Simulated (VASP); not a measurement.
# Al2O3 (R-3c) in VASP: a series of runs, part 2 of 2

VASP 6.6.1.

## Step 4: Single point, PBEsol (9.47 Å³/atom)

This run uses another cell than the first one, of 9.47 Å³/atom.

File INCAR:

```
SYSTEM = Al2O3
ALGO = Normal
EDIFF = 1E-7
ENCUT = 520
GGA = PS
ISIF = 2
ISMEAR = 0
LASPH = .True.
LCHARG = .False.
LREAL = .False.
LWAVE = .False.
NBANDS = 35
NELM = 100
PREC = Accurate
SIGMA = 0.05
```

File KPOINTS:

```
k-points
0
Gamma
  6 6 6
  0 0 0
```

File POSCAR:

```
Al2O3
1.0
    2.4467499866      1.4126317634      4.5674297583
   -2.4467499866      1.4126317634      4.5674297583
    0.0000000000     -2.8252635268      4.5674297583
Al O
4 6
Direct
    0.8520350473      0.8520350473      0.8520350473
    0.6479649527      0.6479649527      0.6479649527
    0.1479649527      0.1479649527      0.1479649527
    0.3520350473      0.3520350473      0.3520350473
    0.0558571577      0.4441428423      0.7500000000
    0.7500000000      0.0558571577      0.4441428423
    0.4441428423      0.7500000000      0.0558571577
    0.9441428423      0.5558571577      0.2500000000
    0.2500000000      0.9441428423      0.5558571577
    0.5558571577      0.2500000000      0.9441428423
```

Potentials or basis: VASP PAW PBE potentials, release 64 (Al, O).

On the command line:

```sh
$ cat potpaw_PBE.64/Al/POTCAR potpaw_PBE.64/O/POTCAR > POTCAR
$ mpirun -np 1 vasp_std > vasp.out
```

OUTCAR:

```text
SYSTEM = Al2O3
   EDIFF = 1E-7
   ENCUT = 520
   GGA = PS
   ISIF = 2
   ISMEAR = 0
   LASPH = .True.
   LREAL = .False.
   NELM = 100
   PREC = Accurate

 ion  position               nearest neighbor table
   1  0.852  0.852  0.852-   9 1.92   8 1.92  10 1.92   7 2.05   6 2.05   5 2.05   2 2.80   3 2.87
                             3 2.87   3 2.87   2 3.33   2 3.33   2 3.33
   2  0.648  0.648  0.648-  10 1.92   8 1.92   9 1.92   7 2.05   6 2.05   5 2.05   1 2.80   4 2.87
                             4 2.87   4 2.87   1 3.33   1 3.33   1 3.33
   3  0.148  0.148  0.148-   6 1.92   5 1.92   7 1.92   9 2.05  10 2.05   8 2.05   4 2.80   1 2.87
                             1 2.87   1 2.87   4 3.33   4 3.33   4 3.33
   4  0.352  0.352  0.352-   7 1.92   5 1.92   6 1.92   9 2.05  10 2.05   8 2.05   3 2.80   2 2.87
                             2 2.87   2 2.87   3 3.33   3 3.33   3 3.33
   5  0.056  0.444  0.750-   3 1.92   4 1.92   1 2.05   2 2.05
   6  0.750  0.056  0.444-   3 1.92   4 1.92   1 2.05   2 2.05
   7  0.444  0.750  0.056-   4 1.92   3 1.92   1 2.05   2 2.05
   8  0.944  0.556  0.250-   1 1.92   2 1.92   3 2.05   4 2.05
   9  0.250  0.944  0.556-   1 1.92   2 1.92   3 2.05   4 2.05
  10  0.556  0.250  0.944-   2 1.92   1 1.92   3 2.05   4 2.05

  LATTYP: Found a trigonal (rhomboedric) cell.
 ALAT       =     5.3706171520
 COS(alpha) =     0.5848922938

  Lattice vectors:

 A1 = (   2.4467499866,   1.4126317634,   4.5674297583)
 A2 = (  -2.4467499866,   1.4126317634,   4.5674297583)
 A3 = (   0.0000000000,  -2.8252635268,   4.5674297583)

Analysis of symmetry for initial positions (statically):
=====================================================================
 Subroutine PRICEL returns:
 Original cell was already a primitive cell.

 Routine SETGRP: Setting up the symmetry group for a
 trigonal (rhombohedral) supercell.

 Subroutine GETGRP returns: Found 12 space group operations
 (whereof  6 operations were pure point group operations)
 out of a pool of 12 trial point group operations.

The static configuration has the point symmetry S_6 .
 The point group associated with its full space group is D_3d.

Analysis of symmetry for dynamics (positions and initial velocities):
=====================================================================
 Subroutine PRICEL returns:
 Original cell was already a primitive cell.

 Routine SETGRP: Setting up the symmetry group for a
 trigonal (rhombohedral) supercell.

 Subroutine GETGRP returns: Found 12 space group operations
 (whereof  6 operations were pure point group operations)
 out of a pool of 12 trial point group operations.

The dynamic configuration has the point symmetry S_6 .
 The point group associated with its full space group is D_3d.

 Subroutine INISYM returns: Found 12 space group operations
 (whereof  6 operations are pure point group operations),
 and found     1 'primitive' translations

----------------------------------------------------------------------------------------

                                     Primitive cell

  volume of cell :      94.7200

  direct lattice vectors                    reciprocal lattice vectors
[... 83 lines left out ...]
 -0.333333  0.500000  0.166667     12.000000
 [... further k-points ...]
   k-points           NKPTS =     32   k-points in BZ     NKDIM =     32   number of bands    NBANDS=     35
   number of dos      NEDOS =    301   number of ions     NIONS =     10
   total plane-waves  NPLWV =  64000
   dimension x,y,z NGX =    40 NGY =   40 NGZ =   40
   dimension x,y,z NGXF=    80 NGYF=   80 NGZF=   80
   ions per type =               4   6
   NGX,Y,Z   is equivalent  to a cutoff of  12.38, 12.38, 12.38 a.u.
   NGXF,Y,Z  is equivalent  to a cutoff of  24.76, 24.76, 24.76 a.u.
 SYSTEM =  Al2O3
   PREC   = accura    normal or accurate (medium, high low for compatibility)
   ISTART =      0    job   : 0-new  1-cont  2-samecut
   ICHARG =      2    charge: 1-file 2-atom 10-const
   ISPIN  =      1    spin polarized calculation?
   LNONCOLLINEAR =      F non collinear calculations
   LSORBIT =      F    spin-orbit coupling
   LASPH  =      T    aspherical Exc in radial PAW
   ENCUT  =  520.0 eV  38.22 Ry    6.18 a.u.   9.99  9.99  9.99*2*pi/ulx,y,z
   NELM   =    100;   NELMIN=  2; NELMDL= -5     # of ELM steps
   EDIFF  = 0.1E-06   stopping-criterion for ELM
   LREAL  =      F    real-space projection
   EDIFFG = 0.1E-05   stopping-criterion for IOM
   NSW    =      0    number of steps for IOM
   IBRION =     -1    ionic relax: 0-MD 1-quasi-New 2-CG
   NFREE  =      0    steps in history (QN), initial steepest desc. (CG)
   ISIF   =      2    stress and relaxation
   ISYM   =      2    0-nonsym 1-usesym 2-fastsym
   POTIM  = 0.5000    time-step for ionic-motion
   TEBEG  =    0.0;   TEEND  =   0.0 temperature during run
   PSTRESS=    0.0 pullay stress
   NELECT =      48.0000    total number of electrons
   NUPDOWN=      -1.0000    fix difference up-down
   EMIN   =  10.00;   EMAX   =-10.00  energy-range for DOS
   EFERMI =   0.00;   METHOD = LEGACY
   ISMEAR =     0;   SIGMA  =   0.05  broadening in eV -4-tet -1-fermi 0-gaus
   EFERMI_NEDOS =   21; number of points for ismear=-14 and -15
   IALGO  =     38    algorithm
   IMIX   =      4    mixing-type and parameters
     AMIX     =   0.40;   BMIX     =  1.00
     AMIX_MAG =   1.60;   BMIX_MAG =  1.00
  volume/ion in A,a.u.               =       9.47        63.92
  Fermi-wavevector in a.u.,A,eV,Ry     =   1.305193  2.466457 23.177910  1.703528
  Thomas-Fermi vector in A             =   2.436078
   LORBIT       =      0    0 simple, 1 ext, 2 COOP (PROOUT), +10 PAW based schemes
   GGA     = PS    functional components
   LHFCALC =     F    Hartree Fock is set to
   AEXX    =    0.0000 exact exchange contribution
   IVDW    =     0    specifies the selected vdW correction
   LEPSILON=     F    determine dielectric tensor
   LRPA    =     F    only Hartree local field effects (RPA)
 non-spin polarized calculation
 Gauss-broadening in eV      SIGMA  =   0.05
  energy-cutoff  :      520.00
  volume of cell :       94.72
 maximum number of plane-waves:      2567
   NGX = 19   NGY = 19   NGZ = 19

 number of electron      47.9999989 magnetization

 Free energy of the ion-electron system (eV)
  ---------------------------------------------------
  ext. energy  EPLUGINS =         0.00000000
  ---------------------------------------------------
  free energy    TOTEN  =       -78.02508932 eV

  energy without entropy =      -78.02508932  energy(sigma->0) =      -78.02508932

 E-fermi :   5.1480     XC(G=0): -11.4110

 val. band max:        4.9195831768   @ k =   0.0000   0.0000   0.0000
 cond. band min:       9.7014746979   @ k =   0.0000   0.0000   0.0000
 fundamental gap:      4.7818915211
 Fermi energy:         5.1480068850

 k-point     1 :       0.0000    0.0000    0.0000
  band No.  band energies     occupation
      1     -13.5562      2.00000
      2     -11.6672      2.00000
      3     -11.3183      2.00000
      4     -11.3183      2.00000
      5     -11.0522      2.00000
      6     -11.0522      2.00000
[... 901 lines left out ...]
     34      17.3473      0.00000
     35      17.4433      0.00000

 [... further k-points ...]

------------------------ aborting loop because EDIFF is reached ----------------------------------------

  FORCE on cell =-STRESS in cart. coord.  units (eV):
  Direction    XX          YY          ZZ          XY          YZ          ZX
  --------------------------------------------------------------------------------------
  -------------------------------------------------------------------------------------
  Total      -10.1473713    -10.1473713    -14.8302215      0.0000000      0.0000000      0.0000000
  in kB     -171.6415571   -171.6415571   -250.8514014      0.0000000      0.0000000      0.0000000
  external PRESSURE =    -198.0448385 kB  Pullay stress =       0.0000000 kB

 VOLUME and BASIS-vectors are now :
 -----------------------------------------------------------------------------
  energy-cutoff  :      520.00
  volume of cell :       94.72
      direct lattice vectors                 reciprocal lattice vectors
     2.446749987  1.412631763  4.567429758     0.204352714  0.117983094  0.072980506
    -2.446749987  1.412631763  4.567429758    -0.204352714  0.117983094  0.072980506
     0.000000000 -2.825263527  4.567429758     0.000000000 -0.235966189  0.072980506

 POSITION                                       TOTAL-FORCE (eV/Angst)
 -----------------------------------------------------------------------------------
      0.00000      0.00000     11.67483         0.000000      0.000000     -0.065865
      0.00000      0.00000      8.87860         0.000000     -0.000000      0.065865
      0.00000      0.00000      2.02746         0.000000     -0.000000      0.065865
      0.00000      0.00000      4.82369         0.000000      0.000000     -0.065865
     -0.95004     -1.41263      5.70929        -0.034338     -0.000000     -0.000000
      1.69839     -0.11644      5.70929         0.017169     -0.029737      0.000000
     -0.74836      1.52907      5.70929         0.017169      0.029737      0.000000
      0.95004      1.41263      7.99300         0.034338      0.000000      0.000000
     -1.69839      0.11644      7.99300        -0.017169      0.029737      0.000000
      0.74836     -1.52907      7.99300        -0.017169     -0.029737      0.000000
 -----------------------------------------------------------------------------------
    total drift:                               -0.000000      0.000000     -0.000000

  FREE ENERGIE OF THE ION-ELECTRON SYSTEM (eV)
  ---------------------------------------------------
  free  energy   TOTEN  =       -78.0250893195 eV

  energy  without entropy=      -78.0250893195  energy(sigma->0) =      -78.02508932
```

Run time: 4.4 min. Hardware: 1 thread of Intel Xeon 8259CL, shared host; peak memory 0.27 GiB.

Results:

| Property | Result |
| --- | --- |
| Free energy | -78.0251 eV |
| Pressure | -19.8 GPa |
| Largest force | 0.066 eV/Å |
| Band gap on the k mesh | 4.78 eV |

Forces in eV/Å, atoms in the order of the input:
```
Al   0.000  0.000 -0.066
Al   0.000  0.000  0.066
Al   0.000  0.000  0.066
Al   0.000  0.000 -0.066
O   -0.034  0.000  0.000
O    0.017 -0.030  0.000
O    0.017  0.030  0.000
O    0.034  0.000  0.000
O   -0.017  0.030  0.000
O   -0.017 -0.030  0.000
```

Levels at points of the mesh, in eV from the valence-band top:
```
           k point  band 21  band 22  band 23  band 24  band 25  band 26  band 27  band 28
(0.00, 0.00, 0.00)    -0.41    -0.21     0.00     0.00     4.78     8.28     9.22    10.12
(0.50, 0.00, 0.00)    -0.82    -0.82    -0.29    -0.29     8.01     8.01     8.46     8.46
(0.50, 0.50, 0.00)    -0.89    -0.81    -0.75    -0.27     8.17     8.62     9.04     9.26
(0.50, 0.50, 0.50)    -0.27    -0.27    -0.27    -0.27     7.44     7.44     9.91     9.91
```

Caveat: the stress differs along the axes, from -25 to -17 GPa; the PAW data sets were made with another functional, which shifts forces and pressure a little. Expect the measured gap to be larger: semilocal functionals such as PBEsol lack the derivative discontinuity.

## Step 5: Single point, PBEsol (9.47 Å³/atom)

This run uses another cell than the first one, of 9.47 Å³/atom.

INCAR is that of step 4.

KPOINTS is that of step 4.

POSCAR, as its differences from that of step 4:

```diff
@@ -2,5 +2,5 @@
 1.0
-    2.4467499866      1.4126317634      4.5674297583
-   -2.4467499866      1.4126317634      4.5674297583
-    0.0000000000     -2.8252635268      4.5674297583
+    2.5355123045      1.4638787115      4.2532373738
+   -2.5355123045      1.4638787115      4.2532373738
+    0.0000000000     -2.9277574231      4.2532373738
 Al O
```

On the command line:

```sh
$ cat potpaw_PBE.64/Al/POTCAR potpaw_PBE.64/O/POTCAR > POTCAR
$ mpirun -np 1 vasp_std > vasp.out
```

It took 4.5 min on 1 thread of Intel Xeon 8259CL, shared host; peak memory 0.27 GiB.

The run converged. Its results:

- Free energy: -77.5875 eV
- Pressure: -20.4 GPa
- Largest force: 0.509 eV/Å
- Band gap on the k mesh: 4.21 eV

Forces in eV/Å, atoms in the order of the input:
```
Al   0.000  0.000  0.509
Al   0.000  0.000 -0.509
Al   0.000  0.000 -0.509
Al   0.000  0.000  0.509
O   -0.298  0.000  0.000
O    0.149 -0.258  0.000
O    0.149  0.258  0.000
O    0.298  0.000  0.000
O   -0.149  0.258  0.000
O   -0.149 -0.258  0.000
```

Stress tensor (GPa, compression positive):
```
-29.76   0.00   0.00
  0.00 -29.76   0.00
  0.00   0.00  -1.64
```

Levels at points of the mesh, in eV from the valence-band top:
```
           k point  band 22  band 23  band 24  band 25  band 26  band 27
(0.00, 0.00, 0.00)    -0.64    -0.64     0.00     4.21     7.22     9.10
(0.50, 0.00, 0.00)    -1.07    -0.47    -0.47     7.51     7.51     8.09
(0.50, 0.50, 0.00)    -1.28    -0.81    -0.44     7.81     7.89     7.93
(0.50, 0.50, 0.50)    -0.93    -0.93    -0.93     6.71     6.71     9.73
```

Caveat: the stress differs along the axes, from -30 to -2 GPa; the PAW data sets were made with another functional, which shifts forces and pressure a little.

## Step 6: Single point, PBEsol (9.47 Å³/atom)

This run uses another cell than the first one, of 9.47 Å³/atom.

INCAR, as its differences from that of step 5:

```diff
@@ -2,3 +2,3 @@
 ALGO = Normal
-EDIFF = 1E-7
+EDIFF = 1E-6
 ENCUT = 520
@@ -12,3 +12,3 @@
 NBANDS = 35
-NELM = 100
+NELM = 80
 PREC = Accurate
```

KPOINTS is that of step 5.

POSCAR, as its differences from that of step 5:

```diff
@@ -2,5 +2,5 @@
 1.0
-    2.5355123045      1.4638787115      4.2532373738
-   -2.5355123045      1.4638787115      4.2532373738
-    0.0000000000     -2.9277574231      4.2532373738
+    2.4907536349      1.4380372816      4.4074715821
+   -2.4907536349      1.4380372816      4.4074715821
+    0.0000000000     -2.8760745632      4.4074715821
 Al O
```

Potentials or basis: VASP PAW PBE potentials, release 64 (Al, O).

On the command line:

```sh
$ cat potpaw_PBE.64/Al/POTCAR potpaw_PBE.64/O/POTCAR > POTCAR
$ mpirun -np 1 vasp_std > vasp.out
```

Wall time 3 min (1 thread of Intel Xeon 8259CL, shared host); peak memory 0.27 GiB.

It converged, with:

```yaml
Free_energy: -77.9960 eV
Pressure: -20.3 GPa
Largest_force: 0.173 eV/Å
Band_gap_on_the_k_mesh: 4.65 eV
```

Forces in eV/Å, atoms in the order of the input:
```
Al   0.000  0.000  0.166
Al   0.000  0.000 -0.166
Al   0.000  0.000 -0.166
Al   0.000  0.000  0.166
O   -0.173  0.000  0.000
O    0.086 -0.149  0.000
O    0.086  0.149  0.000
O    0.173  0.000  0.000
O   -0.086  0.149  0.000
O   -0.086 -0.149  0.000
```

Stress tensor (GPa, compression positive):
```
-23.78   0.00   0.00
  0.00 -23.78   0.00
  0.00   0.00 -13.23
```

Levels at points of the mesh, in eV from the valence-band top:
| k point | band 20 | band 21 | band 22 | band 23 | band 24 | band 25 | band 26 | band 27 | band 28 | band 29 |
| --- | --- | --- | --- | --- | --- | --- | --- | --- | --- | --- |
| (0.00, 0.00, 0.00) | -0.53 | -0.53 | -0.24 | -0.24 | 0.00 | 4.65 | 7.83 | 9.28 | 10.19 | 10.58 |
| (0.50, 0.00, 0.00) | -1.31 | -0.89 | -0.89 | -0.30 | -0.30 | 7.99 | 7.99 | 8.38 | 8.38 | 10.59 |
| (0.50, 0.50, 0.00) | -1.23 | -1.02 | -0.99 | -0.68 | -0.29 | 8.21 | 8.46 | 8.53 | 9.15 | 9.73 |
| (0.50, 0.50, 0.50) | -1.86 | -0.53 | -0.53 | -0.53 | -0.53 | 7.19 | 7.19 | 9.98 | 9.98 | 10.66 |

Caveat: the stress differs along the axes, from -24 to -13 GPa; the PAW data sets were made with another functional, which shifts forces and pressure a little.

## Step 7: Overview

| cell | gap on the mesh (eV) | pressure (GPa) | largest force (eV/Å) |
| --- | --- | --- | --- |
| a = 5.127 Å, angles 57.7°, 10 atoms | 4.99 | -11.7 | 0.38 |
| a = 5.487 Å, angles 52.0°, 10 atoms | 4.51 | -19.0 | 0.19 |
| a = 5.371 Å, angles 54.2°, 10 atoms | 4.78 | -19.8 | 0.07 |
| a = 5.164 Å, angles 58.8°, 10 atoms | 4.21 | -20.4 | 0.51 |
| a = 5.263 Å, angles 56.5°, 10 atoms | 4.65 | -20.3 | 0.17 |

Alike in all rows: task single point; level PBEsol; potentials or basis VASP PAW PBE potentials, release 64 (Al, O); no spin polarisation; k mesh 6 × 6 × 6; cutoff (eV) 520; smearing gaussian 0.05 eV.

Caveats: the PAW data sets were made with another functional, which shifts forces and pressure a little; the stress differs along the axes, from -18 to 2 GPa (at least some runs); the stress differs along the axes, from -37 to -10 GPa (at least some runs); the stress differs along the axes, from -25 to -17 GPa (at least some runs); the stress differs along the axes, from -30 to -2 GPa (at least some runs); the stress differs along the axes, from -24 to -13 GPa (at least some runs).

Total energies depend on the potentials used, so only differences within one code and one set of settings carry meaning.
